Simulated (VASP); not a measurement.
Input of a VASP 6.6.1 run:

The input INCAR:

```
SYSTEM = Cs3O2
PREC = Accurate
ENCUT = 520
EDIFF = 1E-7
ISMEAR = 0
SIGMA = 0.1
LREAL = .FALSE.
LASPH = .TRUE.
NELM = 150
ALGO = Normal
ISIF = 2
LWAVE = .FALSE.
LCHARG = .FALSE.
ISPIN = 2
MAGMOM = 0 0 0 0.54 0.54
LORBIT = 11
GGA = PE
NBANDS = 32
```

Contents of KPOINTS:

```
regular mesh
0
G
  6 6 4
  0 0 0
```

POSCAR

```
Cs3O2
1.0
    4.4572419412      0.0000000000      0.0000000000
   -2.2286209706      3.8600847518      0.0000000000
    0.0000000000      0.0000000000      9.6510331403
Cs O
3 2
Direct
    0.0000000000      0.0000000000      0.0000000000
    0.3333333333      0.6666666667      0.6815073380
    0.6666666667      0.3333333333      0.3184926620
    0.3333333333      0.6666666667      0.2032474064
    0.6666666667      0.3333333333      0.7967525936
```

Potentials or basis: VASP PAW PBE potentials, release 64 (Cs_sv, O).

The run is started by

```sh
$ cat potpaw_PBE.64/Cs_sv/POTCAR potpaw_PBE.64/O/POTCAR > POTCAR
$ mpirun -np 1 vasp_std > vasp.out
```

(1) What does it give for the pressure?

(2) Estimate the site moments.

(3) Predict the largest force.

(4) What does it give for the band gap on the k mesh?

Answers

(1) 0.1 GPa.

(2) Cs +0.02, +0.01 (each value once); O +0.39 μB.

(3) 0.047 eV/Å.

(4) zero (filled and empty bands overlap).

Caveat: spin-orbit coupling is left out, which moves the levels of the heavy elements.
